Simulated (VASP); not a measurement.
# Sc (P6_3/mmc) in VASP: further runs

Sc is run at these levels: PBEsol; tasks: single point, relaxation of cell and atoms.

All numbers are computed with VASP 6.6.1; they aren't measurements. Logs are shortened: lines on timing, memory, paths and dates and some standing lists are left out, and cuts for length are marked.

## 1. The cell of the first run

The structure is hexagonal, space group P6_3/mmc (No. 194). The conventional cell has a = 3.277 Å, b = 3.277 Å, c = 5.085 Å, α = 90.00°, β = 90.00°, γ = 120.00°. Sc (site symmetry -6m2) has 12 Sc at 3.17 to 3.28 Å within 4.2 Å.

## 2. Single point, PBEsol

INCAR

```
SYSTEM = Sc
PREC = Accurate
ENCUT = 520
EDIFF = 1E-6
ISMEAR = -1
SIGMA = 0.05
LREAL = .FALSE.
LASPH = .TRUE.
NELM = 80
ALGO = Normal
ISIF = 2
LWAVE = .FALSE.
LCHARG = .TRUE.
GGA = PS
LELF = .TRUE.
LVHAR = .TRUE.
NBANDS = 18
```

KPOINTS

```
Automatic mesh
0
G
  14 14 8
  0 0 0
```

POSCAR

```
Sc
1.0
    3.2769284190      0.0000000000      0.0000000000
   -1.6384642095      2.8379032572      0.0000000000
    0.0000000000      0.0000000000      5.0854519352
Sc
2
Direct
    0.3333333333      0.6666666667      0.2500000000
    0.6666666667      0.3333333333      0.7500000000
```

Potentials or basis: VASP PAW PBE potentials, release 64 (Sc_sv).

On the command line:

```console
> cat potpaw_PBE.64/Sc_sv/POTCAR > POTCAR
> mpirun -np 1 vasp_std > vasp.out
```

OUTCAR:

```text
SYSTEM = Sc
   PREC = Accurate
   ENCUT = 520
   EDIFF = 1E-6
   ISMEAR = -1
   LREAL = .FALSE.
   LASPH = .TRUE.
   NELM = 80
   ISIF = 2
   GGA = PS

 ion  position               nearest neighbor table
   1  0.333  0.667  0.250-   2 3.17   2 3.17   2 3.17   2 3.17   2 3.17   2 3.17
   2  0.667  0.333  0.750-   1 3.17   1 3.17   1 3.17   1 3.17   1 3.17   1 3.17

  LATTYP: Found a hexagonal cell.
 ALAT       =     3.2769284190
 C/A-ratio  =     1.5518959480

  Lattice vectors:

 A1 = (   3.2769284190,   0.0000000000,   0.0000000000)
 A2 = (  -1.6384642095,   2.8379032572,   0.0000000000)
 A3 = (   0.0000000000,   0.0000000000,   5.0854519352)

Analysis of symmetry for initial positions (statically):
=====================================================================
 Subroutine PRICEL returns:
 Original cell was already a primitive cell.

 Routine SETGRP: Setting up the symmetry group for a
 hexagonal supercell.

 Subroutine GETGRP returns: Found 24 space group operations
 (whereof 12 operations were pure point group operations)
 out of a pool of 24 trial point group operations.

The static configuration has the point symmetry D_3d.
 The point group associated with its full space group is D_6h.

Analysis of symmetry for dynamics (positions and initial velocities):
=====================================================================
 Subroutine PRICEL returns:
 Original cell was already a primitive cell.

 Routine SETGRP: Setting up the symmetry group for a
 hexagonal supercell.

 Subroutine GETGRP returns: Found 24 space group operations
 (whereof 12 operations were pure point group operations)
 out of a pool of 24 trial point group operations.

The dynamic configuration has the point symmetry D_3d.
 The point group associated with its full space group is D_6h.

 Subroutine INISYM returns: Found 24 space group operations
 (whereof 12 operations are pure point group operations),
 and found     1 'primitive' translations

----------------------------------------------------------------------------------------

                                     Primitive cell

  volume of cell :      47.2927

  direct lattice vectors                    reciprocal lattice vectors
     3.276928419  0.000000000  0.000000000     0.305163822  0.176186415  0.000000000
[... 75 lines left out ...]
   NGXF,Y,Z  is equivalent  to a cutoff of  24.35, 24.35, 26.15 a.u.
 SYSTEM =  Sc
   PREC   = accura    normal or accurate (medium, high low for compatibility)
   ISTART =      0    job   : 0-new  1-cont  2-samecut
   ICHARG =      2    charge: 1-file 2-atom 10-const
   ISPIN  =      1    spin polarized calculation?
   LNONCOLLINEAR =      F non collinear calculations
   LSORBIT =      F    spin-orbit coupling
   LASPH  =      T    aspherical Exc in radial PAW
   ENCUT  =  520.0 eV  38.22 Ry    6.18 a.u.   6.09  6.09  9.46*2*pi/ulx,y,z
   NELM   =     80;   NELMIN=  2; NELMDL= -5     # of ELM steps
   EDIFF  = 0.1E-05   stopping-criterion for ELM
   LREAL  =      F    real-space projection
   EDIFFG = 0.1E-04   stopping-criterion for IOM
   NSW    =      0    number of steps for IOM
   IBRION =     -1    ionic relax: 0-MD 1-quasi-New 2-CG
   NFREE  =      0    steps in history (QN), initial steepest desc. (CG)
   ISIF   =      2    stress and relaxation
   ISYM   =      2    0-nonsym 1-usesym 2-fastsym
   POTIM  = 0.5000    time-step for ionic-motion
   TEBEG  =    0.0;   TEEND  =   0.0 temperature during run
   PSTRESS=    0.0 pullay stress
   NELECT =      22.0000    total number of electrons
   NUPDOWN=      -1.0000    fix difference up-down
   EMIN   =  10.00;   EMAX   =-10.00  energy-range for DOS
   EFERMI =   0.00;   METHOD = LEGACY
   ISMEAR =    -1;   SIGMA  =   0.05  broadening in eV -4-tet -1-fermi 0-gaus
   EFERMI_NEDOS =   21; number of points for ismear=-14 and -15
   IALGO  =     38    algorithm
   IMIX   =      4    mixing-type and parameters
     AMIX     =   0.40;   BMIX     =  1.00
     AMIX_MAG =   1.60;   BMIX_MAG =  1.00
  volume/ion in A,a.u.               =      23.65       159.57
  Fermi-wavevector in a.u.,A,eV,Ry     =   1.268482  2.397084 21.892413  1.609047
  Thomas-Fermi vector in A             =   2.401575
   LORBIT       =      0    0 simple, 1 ext, 2 COOP (PROOUT), +10 PAW based schemes
   GGA     = PS    functional components
   LHFCALC =     F    Hartree Fock is set to
   AEXX    =    0.0000 exact exchange contribution
   IVDW    =     0    specifies the selected vdW correction
   LEPSILON=     F    determine dielectric tensor
   LRPA    =     F    only Hartree local field effects (RPA)
 non-spin polarized calculation
  energy-cutoff  :      520.00
  volume of cell :       47.29
 maximum number of plane-waves:      1294
   NGX = 13   NGY = 13   NGZ = 19

 number of electron      22.0000008 magnetization

 Free energy of the ion-electron system (eV)
  ---------------------------------------------------
  ext. energy  EPLUGINS =         0.00000000
  ---------------------------------------------------
  free energy    TOTEN  =       -13.22729649 eV

  energy without entropy =      -13.19563311  energy(sigma->0) =      -13.21146480

 E-fermi :   3.8164     XC(G=0): -10.1603

 val. band max:        3.8138922490   @ k =   0.3571   0.2857   0.5000
 cond. band min:       3.8223576375   @ k =   0.2143  -0.0000   0.2500
 fundamental gap:      0.0084653885
 Fermi energy:         3.8164320936

 k-point     1 :       0.0000    0.0000    0.0000
  band No.  band energies     occupation
      1     -45.2799      2.00000
      2     -45.1920      2.00000
      3     -24.2425      2.00000
      4     -23.8419      2.00000
      5     -23.8419      2.00000
      6     -23.7634      2.00000
[... 481 lines left out ...]
      5     -24.0117      2.00000
      6     -23.9605      2.00000
[... 10 lines left out ...]
     17       7.6943      0.00000
     18       7.8708      0.00000

 [... further k-points ...]
[... 5 lines left out ...]
  --------------------------------------------------------------------------------------
  -------------------------------------------------------------------------------------
  Total        0.0011616      0.0011616     -0.0010923      0.0000000     -0.0000000     -0.0000000
  in kB        0.0393512      0.0393512     -0.0370052      0.0000000     -0.0000000     -0.0000000
  external PRESSURE =       0.0138990 kB  Pullay stress =       0.0000000 kB

 VOLUME and BASIS-vectors are now :
 -----------------------------------------------------------------------------
  energy-cutoff  :      520.00
  volume of cell :       47.29
      direct lattice vectors                 reciprocal lattice vectors
     3.276928419  0.000000000  0.000000000     0.305163822  0.176186415  0.000000000
    -1.638464209  2.837903257  0.000000000     0.000000000  0.352372829  0.000000000
     0.000000000  0.000000000  5.085451935     0.000000000  0.000000000  0.196639357

 POSITION                                       TOTAL-FORCE (eV/Angst)
 -----------------------------------------------------------------------------------
     -0.00000      1.89194      1.27136         0.000000     -0.000000      0.000000
      1.63846      0.94597      3.81409        -0.000000      0.000000      0.000000
 -----------------------------------------------------------------------------------
    total drift:                               -0.000000      0.000000     -0.000000

  FREE ENERGIE OF THE ION-ELECTRON SYSTEM (eV)
  ---------------------------------------------------
  free  energy   TOTEN  =       -13.2272964912 eV

  energy  without entropy=      -13.1956331145  energy(sigma->0) =      -13.21146480
```

OSZICAR:

```text
N       E                     dE             d eps       ncg     rms          rms(c)
DAV:   1     0.352780909441E+03    0.35278E+03   -0.10896E+04  4336   0.130E+03
DAV:   2     0.508675004098E+01   -0.34769E+03   -0.34149E+03  5248   0.546E+02
DAV:   3    -0.143518475004E+02   -0.19439E+02   -0.18667E+02  7012   0.157E+02
DAV:   4    -0.147102112205E+02   -0.35836E+00   -0.35344E+00  6682   0.194E+01
DAV:   5    -0.147141529573E+02   -0.39417E-02   -0.39403E-02  7276   0.216E+00    0.824E+00
DAV:   6    -0.134128967020E+02    0.13013E+01   -0.28875E+00  5674   0.190E+01    0.246E+00
DAV:   7    -0.132400548441E+02    0.17284E+00   -0.75280E-01  5834   0.877E+00    0.836E-01
DAV:   8    -0.132287220874E+02    0.11333E-01   -0.29936E-02  5278   0.219E+00    0.249E-01
DAV:   9    -0.132272804319E+02    0.14417E-02   -0.73802E-03  6092   0.902E-01    0.177E-02
DAV:  10    -0.132272980236E+02   -0.17592E-04   -0.10035E-04  6364   0.134E-01    0.719E-03
DAV:  11    -0.132272952288E+02    0.27948E-05   -0.26676E-06  5274   0.186E-02    0.190E-03
DAV:  12    -0.132272965679E+02   -0.13391E-05   -0.33354E-07  2976   0.102E-02    0.901E-04
DAV:  13    -0.132272964912E+02    0.76684E-07   -0.10128E-07  2844   0.596E-03
   1 F= -.13227296E+02 E0= -.13211465E+02  d E =-.316634E-01
```

Wall time 2.7 min (1 thread of Oxide Virtual Turin-like, shared host); peak memory 0.18 GiB.

What came out:

- Free energy: -13.2273 eV
- Pressure: 0.0 GPa
- Band gap on the k mesh: zero (band 11 reaches 4.83 eV, above the bottom of band 12 at 3.25 eV)

Levels at points of the mesh, in eV from the Fermi level:
```
           k point  band 7  band 8  band 9  band 10  band 11  band 12  band 13  band 14  band 15  band 16
(0.00, 0.00, 0.00)  -27.58  -27.55   -5.21    -1.70     0.75     1.63     1.63     1.93     2.12     2.12
(0.50, 0.00, 0.00)  -27.68  -27.62   -1.65    -1.11    -0.72    -0.33     1.35     1.36     1.96     3.91
(0.00, 0.00, 0.50)  -27.62  -27.62   -3.61    -3.61     1.02     1.02     1.54     1.54     1.54     1.54
(0.50, 0.00, 0.50)  -27.67  -27.67   -1.54    -1.54     0.08     0.08     1.36     1.36     2.45     2.45
```

Caveat: the PAW data sets were made with another functional, which shifts forces and pressure a little.

## 3. Relaxation of cell and atoms, PBEsol

This run uses another cell than the first one, of 25.00 Å³/atom, 1.057 times its volume.

INCAR

```
SYSTEM = Sc
ALGO = Normal
EDIFF = 1E-6
EDIFFG = -0.03
ENCUT = 600
GGA = PS
IBRION = 2
ISIF = 3
ISMEAR = -1
LASPH = .True.
LCHARG = .False.
LREAL = .False.
LWAVE = .False.
NELM = 80
NSW = 80
PREC = Accurate
SIGMA = 0.05
```

KPOINTS

```
k-points
0
Gamma
  14 14 8
  0 0 0
```

POSCAR

```
Sc
1.0
    3.3090000000      0.0000000000      0.0000000000
   -1.6545000000      2.8656780611      0.0000000000
    0.0000000000      0.0000000000      5.2733000000
Sc
2
Direct
    0.3333330000      0.6666670000      0.2500000000
    0.6666670000      0.3333330000      0.7500000000
```

Potentials or basis: VASP PAW PBE potentials, release 64 (Sc_sv).

On the command line:

```console
> cat potpaw_PBE.64/Sc_sv/POTCAR > POTCAR
> mpirun -np 1 vasp_std > vasp.out
```

Wall time 6.5 min (1 thread of Oxide Virtual Turin-like, shared host); peak memory 0.22 GiB.

Results (log left out):

```
Free energy                            : -13.2285 eV
Relaxed volume                         : 23.67 Å³/atom
Relaxed cell                           : a = 3.278 Å, b = 3.278 Å, c = 5.088 Å, α = 90.00°, β = 90.00°, γ = 120.00°
Space group after relaxing (to 0.05 Å) : P6_3/mmc (No. 194)
Energy gained by relaxing              : 14.4 meV/atom
Ionic steps                            : 5
Pressure after relaxing                : 0.0 GPa
Band gap on the k mesh                 : zero (band 11 reaches 4.83 eV, above the bottom of band 12 at 3.25 eV)
```

The path:
```tsv
step	energy change (eV)	largest force (eV/Å)	pressure (GPa)	volume (Å³)
1	0.0000	0.0000	-2.80	50.00
2	-0.0265	0.0000	0.57	46.91
3	-0.0269	0.0000	0.17	47.25
4	-0.0284	0.0000	0.08	47.30
5	-0.0287	0.0000	0.02	47.33
```

Final structure:
```cif
data_structure
_symmetry_space_group_name_H-M 'P 1'
_symmetry_Int_Tables_number 1
_cell_length_a 3.2776
_cell_length_b 3.2776
_cell_length_c 5.0879
_cell_angle_alpha 90.000
_cell_angle_beta 90.000
_cell_angle_gamma 120.000
_cell_volume 47.33
loop_
_atom_site_label
_atom_site_type_symbol
_atom_site_fract_x
_atom_site_fract_y
_atom_site_fract_z
_atom_site_occupancy
Sc1 Sc 0.33333 0.66667 0.25000 1
Sc2 Sc 0.66667 0.33333 0.75000 1
```

Levels at points of the mesh, in eV from the Fermi level:
```
           k point  band 7  band 8  band 9  band 10  band 11  band 12  band 13  band 14  band 15
(0.00, 0.00, 0.00)  -27.58  -27.55   -5.21    -1.69     0.74     1.63     1.63     1.93     2.12
(0.50, 0.00, 0.00)  -27.68  -27.63   -1.65    -1.11    -0.72    -0.33     1.35     1.36     1.96
(0.00, 0.00, 0.50)  -27.62  -27.62   -3.61    -3.61     1.01     1.01     1.54     1.54     1.54
(0.50, 0.00, 0.50)  -27.67  -27.67   -1.54    -1.54     0.08     0.08     1.36     1.36     2.45
```

Caveat: the PAW data sets were made with another functional, which shifts forces and pressure a little.
